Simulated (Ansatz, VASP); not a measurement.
## CoSi2 in VASP and in Ansatz

```
CELL_PARAMETERS angstrom
0.00000 2.77398 2.49256
2.77398 0.00000 2.49256
2.77398 2.77398 0.00000
ATOMIC_POSITIONS crystal
Co 0.00000 0.00000 0.00000
Si 0.22705 0.22705 0.27295
Si 0.77295 0.77295 0.72705
```

Change from the starting cell: mode 6 frozen in at -0.123 Å, strain +e along z and -e/2 along x and y -0.0700.

Alike in both runs: task single point; functional PBE; k mesh 12 × 12 × 12; occupations gaussian, width 0.15 eV; no spin polarisation.

|  | VASP | Ansatz |
| --- | --- | --- |
| version | VASP 6.6.1 | Ansatz 0.2.0 |
| potentials or method | VASP PAW PBE potentials, release 64 (Co, Si), cutoff 520 eV | scalar-relativistic, plane waves, PAW |
| valence electrons in the cell | 17 | 25 |

VASP gave:

```
gap on the k mesh at the Fermi level (eV)                     : none
pressure (GPa)                                                : 4.7
traceless stress, the component that is largest in VASP (GPa) : 13.93
rms of the force components (eV/Å)                            : 1.182
```

Question: What did Ansatz give for the same quantities?

Answer: gap on the k mesh at the Fermi level (eV): none; pressure (GPa): 4.9; traceless stress, the component that is largest in VASP (GPa): 13.98; rms of the force components (eV/Å): 1.187.

Atom by atom the forces differ by 0.005 eV/Å (rms over components). A gap of «none» marks a metal or a gap that the smearing closes. VASP's potentials hold 17 valence electrons a cell and Ansatz's 25, so a difference there can come from the potentials and not from the codes.
